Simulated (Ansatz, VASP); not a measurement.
**One calculation of ZnCu, two programs**

Contents of INCAR:

```
SYSTEM = ZnCu
PREC     = Accurate       ! precision mode
ENCUT    = 600            ! plane-wave cutoff, eV
EDIFF    = 1E-6           ! SCF threshold, eV
ISMEAR   = 0              ! smearing method
SIGMA    = 0.15           ! smearing width, eV
LREAL    = .FALSE.        ! projectors in reciprocal space
LASPH    = .TRUE.         ! aspherical terms in the spheres
NELM     = 200            ! most SCF steps
ALGO     = Normal         ! electronic algorithm
ISIF     = 2              ! what is computed and relaxed
LWAVE    = .FALSE.        ! write WAVECAR
LCHARG   = .TRUE.         ! write CHGCAR
MAGMOM   = 0 0 0 0 0 0    ! initial moments
LORBIT   = 11             ! projections on sites
LSORBIT  = .TRUE.         ! spin-orbit coupling
GGA_COMPAT= .FALSE.      
LORBMOM  = .TRUE.       
LMAXMIX  = 4              ! l up to which the mixer works
GGA      = PE             ! functional
LVHAR    = .TRUE.       
NBANDS   = 35             ! bands
```

File KPOINTS:

```
regular mesh
0
G
  3 3 3
  0 0 0
```

Contents of POSCAR:

```
ZnCu
1.0
    2.9450000000      0.0000000000      0.0000000000
    0.0000000000      2.9450000000      0.0000000000
    0.0000000000      0.0000000000      2.9450000000
Zn Cu
1 1
Direct
    0.5000000000      0.5000000000      0.5000000000
    0.0000000000      0.0000000000      0.0000000000
```

Input for Ansatz:

```yaml
crystal:
  lattice:
    - [2.945, 0.0, 0.0]
    - [0.0, 2.945, 0.0]
    - [0.0, 0.0, 2.945]
  atoms:
    - { symbol: Zn, position: [0.5, 0.5, 0.5] }
    - { symbol: Cu, position: [0.0, 0.0, 0.0] }
kpoints:
  mp_grid:
    grid: [3, 3, 3]
hamiltonian:
  xc: pbe
  pseudopotentials:
    kind: paw_fr
scf:
  occupations:
    method: gaussian
    width: 0.15
  algorithm: direct_min
output:
  stress: true
  eigenvalues: true
magnetization:
  noncollinear: true
  spin_orbit: true
```

Alike in both runs: task single point; functional PBE; k mesh 3 × 3 × 3; occupations gaussian, width 0.15 eV; non-collinear spin, spin-orbit coupling.

```csv
,VASP,Ansatz
version,VASP 6.6.1,Ansatz 0.2.0
potentials or method,"VASP PAW PBE potentials, release 64 (Zn, Cu)","plane waves, PAW"
plane-wave cutoff (eV),600,420
valence electrons in the cell,23,31
```

```tsv
	VASP	Ansatz	Ansatz less VASP
pressure (GPa)	3.2	2.8	-0.47
```

With one functional, cell and mesh, what is left measures potentials, basis and numerics. VASP's potentials hold 23 valence electrons a cell and Ansatz's 31, so a difference there can come from the potentials and not from the codes.

The k mesh is coarse, so the values compare programs but aren't converged.
